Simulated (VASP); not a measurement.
# SiO2 (I-43m) in VASP: settings compared, part 2 of 2

VASP 6.6.1.

**3. Electric field gradients, r2SCAN**

The input, POSCAR:

```
SiO2
1.0
   -4.4584913300      4.4584913300      4.4584913300
    4.4584913300     -4.4584913300      4.4584913300
    4.4584913300      4.4584913300     -4.4584913300
Si O
6 12
Direct
    0.5000000000      0.7500000000      0.2500000000
    0.7500000000      0.5000000000      0.2500000000
    0.2500000000      0.7500000000      0.5000000000
    0.2500000000      0.5000000000      0.7500000000
    0.5000000000      0.2500000000      0.7500000000
    0.7500000000      0.2500000000      0.5000000000
    0.6626454000      0.3683574800      0.0000000000
    0.2942879200      0.6316425200      0.6316425200
    0.6626454000      0.0000000000      0.3683574800
    0.3683574800      0.6626454000      0.0000000000
    0.0000000000      0.6626454000      0.3683574800
    0.6316425200      0.2942879200      0.6316425200
    0.6316425200      0.6316425200      0.2942879200
    0.0000000000      0.3683574800      0.6626454000
    0.3683574800      0.0000000000      0.6626454000
    0.3373546000      0.3373546000      0.7057120800
    0.7057120800      0.3373546000      0.3373546000
    0.3373546000      0.7057120800      0.3373546000
```

The input, INCAR.step1:

```
SYSTEM = SiO2
ALGO = Normal
EDIFF = 1E-4
ENCUT = 520
GGA = PE
ISMEAR = -1
LASPH = .True.
LCHARG = .False.
LREAL = Auto
LWAVE = .True.
NBANDS = 63
NELM = 80
PREC = Accurate
SIGMA = 0.02
```

The input, INCAR.step2:

```
SYSTEM = SiO2
ALGO = Normal
EDIFF = 1E-8
ENCUT = 520
ISIF = 2
ISMEAR = -1
ISTART = 1
LASPH = .True.
LCHARG = .False.
LEFG = .True.
LMIXTAU = .True.
LREAL = Auto
LWAVE = .False.
METAGGA = R2SCAN
NBANDS = 63
NELM = 80
PREC = Accurate
SIGMA = 0.02
```

The input, KPOINTS:

```
k-points
0
Gamma
  4 4 4
  0 0 0
```

Potentials or basis: VASP PAW PBE potentials, release 64 (Si, O).

Command:

```bash
$ cat potpaw_PBE.64/Si/POTCAR potpaw_PBE.64/O/POTCAR > POTCAR
$ cp INCAR.step1 INCAR
$ mpirun -np 1 vasp_std > vasp.out
$ cp INCAR.step2 INCAR
$ mpirun -np 1 vasp_std > vasp.out
```

OUTCAR:

```text
SYSTEM = SiO2
   EDIFF = 1E-8
   ENCUT = 520
   ISIF = 2
   ISMEAR = -1
   ISTART = 1
   LASPH = .True.
   LREAL = Auto
   METAGGA = R2SCAN
   NELM = 80
   PREC = Accurate

 ion  position               nearest neighbor table
   1  0.500  0.750  0.250-  18 1.61  10 1.61  13 1.61   9 1.61
   2  0.750  0.500  0.250-  17 1.61  11 1.61  13 1.61   7 1.61
   3  0.250  0.750  0.500-  15 1.61  18 1.61   8 1.61  11 1.61
   4  0.250  0.500  0.750-   8 1.61  10 1.61  14 1.61  16 1.61
   5  0.500  0.250  0.750-   7 1.61  12 1.61  15 1.61  16 1.61
   6  0.750  0.250  0.500-  14 1.61  17 1.61   9 1.61  12 1.61
   7  0.663  0.368  0.000-   2 1.61   5 1.61
   8  0.294  0.632  0.632-   3 1.61   4 1.61
   9  0.663  0.000  0.368-   1 1.61   6 1.61
  10  0.368  0.663  0.000-   1 1.61   4 1.61
  11  0.000  0.663  0.368-   2 1.61   3 1.61
  12  0.632  0.294  0.632-   5 1.61   6 1.61
  13  0.632  0.632  0.294-   1 1.61   2 1.61
  14  0.000  0.368  0.663-   6 1.61   4 1.61
  15  0.368  0.000  0.663-   3 1.61   5 1.61
  16  0.337  0.337  0.706-   4 1.61   5 1.61
  17  0.706  0.337  0.337-   2 1.61   6 1.61
  18  0.337  0.706  0.337-   1 1.61   3 1.61

  LATTYP: Found a body centered cubic cell.
 ALAT       =     8.9169826600

  Lattice vectors:

 A1 = (  -4.4584913300,   4.4584913300,   4.4584913300)
 A2 = (   4.4584913300,  -4.4584913300,   4.4584913300)
 A3 = (   4.4584913300,   4.4584913300,  -4.4584913300)

Analysis of symmetry for initial positions (statically):
=====================================================================
 Subroutine PRICEL returns:
 Original cell was already a primitive cell.

 Routine SETGRP: Setting up the symmetry group for a
 body centered cubic supercell.

 Subroutine GETGRP returns: Found 24 space group operations
[... 704 lines left out ...]
  energy-cutoff  :      520.00
  volume of cell :      354.51
      direct lattice vectors                 reciprocal lattice vectors
    -4.458491330  4.458491330  4.458491330     0.000000000  0.112145558  0.112145558
     4.458491330 -4.458491330  4.458491330     0.112145558  0.000000000  0.112145558
     4.458491330  4.458491330 -4.458491330     0.112145558  0.112145558  0.000000000

 POSITION                                       TOTAL-FORCE (eV/Angst)
 -----------------------------------------------------------------------------------
      2.22925      0.00000      4.45849         0.000000     -0.000000     -0.000000
      0.00000      2.22925      4.45849         0.000000     -0.000000     -0.000000
      4.45849      0.00000      2.22925         0.000000     -0.000000     -0.000000
      4.45849      2.22925      0.00000         0.000000     -0.000000     -0.000000
      2.22925      4.45849      0.00000         0.000000     -0.000000     -0.000000
      0.00000      4.45849      2.22925         0.000000     -0.000000     -0.000000
[... 10 lines left out ...]
     -0.13823      3.14641      3.14641        -0.021778     -0.007398     -0.007398
      3.14641     -0.13823      3.14641        -0.007398     -0.021778     -0.007398
 -----------------------------------------------------------------------------------
    total drift:                                0.000007      0.000007      0.000008

  FREE ENERGIE OF THE ION-ELECTRON SYSTEM (eV)
  ---------------------------------------------------
  free  energy   TOTEN  =      -178.5865900873 eV

  energy  without entropy=     -178.5865900873  energy(sigma->0) =     -178.58659009

 Electric field gradients (V/A^2)
---------------------------------------------------------------------
 ion       V_xx      V_yy      V_zz      V_xy      V_xz      V_yz
---------------------------------------------------------------------
   1      -7.499     3.750     3.750    -0.000    -0.000    -0.000
   2       3.750    -7.499     3.750    -0.000    -0.000    -0.000
   3       3.750     3.750    -7.499    -0.000    -0.000    -0.000
   4       3.750    -7.499     3.750    -0.000    -0.000    -0.000
   5      -7.499     3.750     3.750    -0.000    -0.000    -0.000
   6       3.750     3.750    -7.499    -0.000    -0.000    -0.000
[... 10 lines left out ...]
  17     -48.171    24.085    24.085     2.055     2.055   -67.557
  18      24.085   -48.171    24.085     2.055   -67.557     2.055
---------------------------------------------------------------------

 Electric field gradients after diagonalization (V/A^2)
 (convention: |V_zz| > |V_xx| > |V_yy|)
----------------------------------------------------------------------
 ion       V_xx      V_yy      V_zz     asymmetry (V_yy - V_xx)/ V_zz
----------------------------------------------------------------------
   1       3.750     3.750    -7.499       0.000
   2       3.750     3.750    -7.499       0.000
   3       3.750     3.750    -7.499       0.000
   4       3.750     3.750    -7.499       0.000
   5       3.750     3.750    -7.499       0.000
   6       3.750     3.750    -7.499       0.000
[... 10 lines left out ...]
  17     -49.559   -42.083    91.642       0.082
  18     -49.559   -42.083    91.642       0.082
----------------------------------------------------------------------

           NMR quadrupolar parameters

 Cq : quadrupolar parameter    Cq=e*Q*V_zz/h
 eta: asymmetry parameters     (V_yy - V_xx)/ V_zz
 Q  : nuclear electric quadrupole moment in mb (millibarn)
----------------------------------------------------------------------
 ion       Cq(MHz)       eta       Q (mb)
----------------------------------------------------------------------
   1      -0.018       0.000       1.000
   2      -0.018       0.000       1.000
   3      -0.018       0.000       1.000
   4      -0.018       0.000       1.000
   5      -0.018       0.000       1.000
   6      -0.018       0.000       1.000
[... 10 lines left out ...]
  17       0.222       0.082       1.000
  18       0.222       0.082       1.000
----------------------------------------------------------------------
```

Wall time 16 min (1 thread of Intel Xeon 6975P-C, shared host); peak memory 0.59 GiB.

What came out:

* Free energy: -178.5866 eV
* Pressure: 0.0 GPa
* Largest force: 0.024 eV/Å
* Band gap on the k mesh: 6.31 eV, direct

Forces on the atoms (eV/Å):
```
Si   0.000  0.000  0.000
Si   0.000  0.000  0.000
Si   0.000  0.000  0.000
Si   0.000  0.000  0.000
Si   0.000  0.000  0.000
Si   0.000  0.000  0.000
O   -0.007  0.007  0.022
O   -0.022  0.007  0.007
O   -0.007  0.022  0.007
O    0.007 -0.007  0.022
O    0.022 -0.007  0.007
O    0.007 -0.022  0.007
O    0.007  0.007 -0.022
O    0.022  0.007 -0.007
O    0.007  0.022 -0.007
O   -0.007 -0.007 -0.022
O   -0.022 -0.007 -0.007
O   -0.007 -0.022 -0.007
```

Electric field gradients, principal values (V/Å²):
| atom | least | middle | greatest (by size) |
| --- | --- | --- | --- |
| 1 Si | 3.750 | 3.750 | -7.499 |
| 2 Si | 3.750 | 3.750 | -7.499 |
| 3 Si | 3.750 | 3.750 | -7.499 |
| 4 Si | 3.750 | 3.750 | -7.499 |
| 5 Si | 3.750 | 3.750 | -7.499 |
| 6 Si | 3.750 | 3.750 | -7.499 |
| 7 O | -42.081 | -49.561 | 91.641 |
| 8 O | -42.080 | -49.560 | 91.640 |
| 9 O | -42.081 | -49.561 | 91.641 |
| 10 O | -42.081 | -49.561 | 91.641 |
| 11 O | -42.081 | -49.561 | 91.641 |
| 12 O | -42.080 | -49.560 | 91.640 |
| 13 O | -42.080 | -49.560 | 91.640 |
| 14 O | -42.081 | -49.561 | 91.641 |
| 15 O | -42.081 | -49.561 | 91.641 |
| 16 O | -42.083 | -49.559 | 91.642 |
| 17 O | -42.083 | -49.559 | 91.642 |
| 18 O | -42.083 | -49.559 | 91.642 |

Caveat: without QUAD_EFG the Cq values of the log hold for a quadrupole moment of 1 mb, not for the nuclei; the PAW data sets were made with another functional, which shifts forces and pressure a little. A k mesh can miss the band edges.
